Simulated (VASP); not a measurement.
ReAs3Os2: single point with PBE

Crystal: ReAs3Os2.

```
Re As Os
1.0
     3.85049    0.00000    0.00000
     0.00000    3.85049    0.00000
     0.00000    0.00000    9.03823
Re As Os
1 3 2
Direct
  0.50000 0.50000 0.27484
  0.50000 0.50000 0.94956
  0.00000 0.00000 0.14742
  0.50000 0.50000 0.56014
  0.50000 0.00000 0.53831
  0.00000 0.50000 0.53831
```

| Property | Result |
| --- | --- |
| Program | VASP 6.6.1 |
| Task | single point |
| Functional | PBE |
| Potentials or basis | VASP PAW PBE potentials, release 64 (Re, As, Os) |
| Cutoff | 520 eV |
| k mesh | 4 × 4 × 2 |
| Occupations | gaussian, width 0.1 eV |
| Spin | no spin polarisation |

| Quantity | Value |
| --- | --- |
| Pressure | 40.7 GPa |
| Largest force | 8.828 eV/Å |
| Band gap on the k mesh | zero (band 19 reaches 4.46 eV, above the bottom of band 20 at 3.88 eV) |

Forces on the atoms (eV/Å):
```
Re   0.000  0.000 -1.534
As   0.000  0.000  2.421
As   0.000  0.000  0.671
As   0.000  0.000  8.828
Os   0.000  0.000 -5.193
Os   0.000  0.000 -5.193
```

Stress tensor (GPa, compression positive):
```
 67.55   0.00   0.00
  0.00  67.55   0.00
  0.00   0.00 -12.87
```

Levels at points of the mesh, in eV from the Fermi level:
| k point | band 15 | band 16 | band 17 | band 18 | band 19 | band 20 | band 21 | band 22 | band 23 | band 24 |
| --- | --- | --- | --- | --- | --- | --- | --- | --- | --- | --- |
| (0.00, 0.00, 0.00) | -0.99 | -0.87 | -0.37 | -0.34 | -0.01 | -0.01 | 0.54 | 1.39 | 1.50 | 1.50 |
| (0.50, 0.00, 0.00) | -1.72 | -1.27 | -0.88 | -0.71 | -0.28 | 0.11 | 0.18 | 1.37 | 1.63 | 2.24 |
| (0.50, 0.50, 0.00) | -1.50 | -0.99 | -0.34 | -0.34 | 0.49 | 0.57 | 0.58 | 0.58 | 0.97 | 1.03 |
| (0.00, 0.00, 0.50) | -0.91 | -0.87 | -0.34 | -0.14 | 0.01 | 0.01 | 0.53 | 1.41 | 1.41 | 1.81 |
| (0.50, 0.00, 0.50) | -1.72 | -1.69 | -0.87 | -0.70 | -0.33 | 0.09 | 0.40 | 0.99 | 1.46 | 1.59 |
| (0.50, 0.50, 0.50) | -1.63 | -0.99 | -0.69 | -0.69 | 0.41 | 0.57 | 1.03 | 1.05 | 1.05 | 1.10 |

Run time: 69 s on 1 thread of Intel(R) Xeon(R) Platinum 8375C CPU @ 2.90GHz (Ice Lake), with other jobs on the host, peak memory 0.26 GiB.

Caveat: the k points lie up to 0.41 Å⁻¹ apart; spin-orbit coupling is left out, which moves the levels of the heavy elements; this functional lacks dispersion, which binds the layers, so the pressure and a relaxed spacing across them are unreliable; forces of over 1 eV/Å act on the atoms, so gaps and moduli don't describe the material at rest.
